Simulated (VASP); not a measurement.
Wanted: the native input for a VASP 6.6.1 run.

```yaml
Task: single point
Functional: PBE
Potentials_or_basis: VASP PAW PBE potentials, release 64 (Au)
Cutoff: 520 eV
k_mesh: 18 × 18 × 12
Occupations: gaussian, width 0.1 eV
Spin: no spin polarisation
Dipole_correction: no
Further_INCAR_settings: ALGO = Fast; EDIFF = 1e-06; NBANDS = 18
```

The structure of Au lies in POSCAR:

```
Au
1.0
    2.0373691177      2.0373691177      0.0000000000
   -2.0373691177      2.0373691177      0.0000000000
    0.0000000000      0.0000000000      4.2077909125
Au
2
Direct
    0.0000000000      0.0000000000      0.0000000000
    0.5000000000      0.5000000000      0.5000000000
```

This cell differs from its parent crystal: biaxial strain in the a-b plane: -2.0 %.

One way to write it, as run:

INCAR

```
ALGO = Fast ; EDIFF = 1E-6
ENCUT = 520 ; GGA = PE
ISIF = 2 ; ISMEAR = 0
LASPH = T ; LCHARG = F
LREAL = F ; LWAVE = F
NBANDS = 18 ; NELM = 60
PREC = Accurate ; SIGMA = 0.1
```

KPOINTS

```
k-points
0
Gamma
  18 18 12
```

Potentials or basis: VASP PAW PBE potentials, release 64 (Au).

The run is started by

```bash
$ cat potpaw_PBE.64/Au/POTCAR > POTCAR
$ mpirun -np 1 vasp_std > vasp.out
```

Results of the run:

```yaml
Pressure: 4.2 GPa
Band_gap_on_the_k_mesh: zero (band 11 reaches 14.00 eV, above the bottom of band 12 at 6.57 eV)
```

Caveat: the cell differs from its parent crystal (biaxial strain in the a-b plane: -2.0 %); spin-orbit coupling is left out, which moves the levels of the heavy elements.

Wall time 100 s on 1 thread of Intel(R) Xeon(R) Platinum 8488C (Sapphire Rapids), on a shared host, peak memory 0.3 GiB.
